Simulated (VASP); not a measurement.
Set up this calculation in VASP 6.6.1, as the native input.

| Quantity | Value |
| --- | --- |
| Task | single point |
| Functional | PBEsol |
| Potentials or basis | VASP PAW PBE potentials, release 64 (Pb_d, Cs_sv, Br) |
| Cutoff | 500 eV |
| k mesh | 4 × 4 × 4 |
| Occupations | fermi-dirac, width 0.05 eV |
| Spin | no spin polarisation |
| Dipole correction | no |
| Further INCAR settings | ALGO = Normal; EDIFF = 1e-06; NBANDS = 30 |

The structure of CsPbBr3 lies in POSCAR:

```
CsPbBr3
1.0
    5.8113000000      0.0000000000      0.0000000000
    0.0000000000      5.8113000000      0.0000000000
    0.0000000000      0.0000000000      5.8700000000
Pb Cs Br
1 1 3
Direct
    0.5000000000      0.5000000000      0.5000000000
    0.0000000000      0.0000000000      0.0000000000
    0.5000000000      0.5000000000      0.0000000000
    0.5000000000      0.0000000000      0.5000000000
    0.0000000000      0.5000000000      0.5000000000
```

The input as run:

INCAR

```
  ALGO = Normal
  EDIFF = 1E-6
  ENCUT = 500
  GGA = PS
  GGA_COMPAT = False
  ISIF = 2
  ISMEAR = -1
  LASPH = True
  LCHARG = False
  LREAL = False
  LWAVE = False
  NBANDS = 30
  NELM = 120
  PREC = Accurate
  SIGMA = 0.05
```

KPOINTS

```
k-points
0
Gamma
  4 4 4
```

Potentials or basis: VASP PAW PBE potentials, release 64 (Pb_d, Cs_sv, Br).

Launch:

```console
$ cat potpaw_PBE.64/Pb_d/POTCAR potpaw_PBE.64/Cs_sv/POTCAR potpaw_PBE.64/Br/POTCAR > POTCAR
$ mpirun -np 1 vasp_std > vasp.out
```

It gave:

```
Pressure               : 0.6 GPa
Band gap on the k mesh : 1.28 eV
```

Caveat: the PAW data sets were made with another functional, which shifts forces and pressure a little; spin-orbit coupling is left out, which moves the levels of the heavy elements.

Run time: 77 s on 1 thread of Intel(R) Xeon(R) Platinum 8375C CPU @ 2.90GHz (Ice Lake) (shared host), peak memory 0.33 GiB.
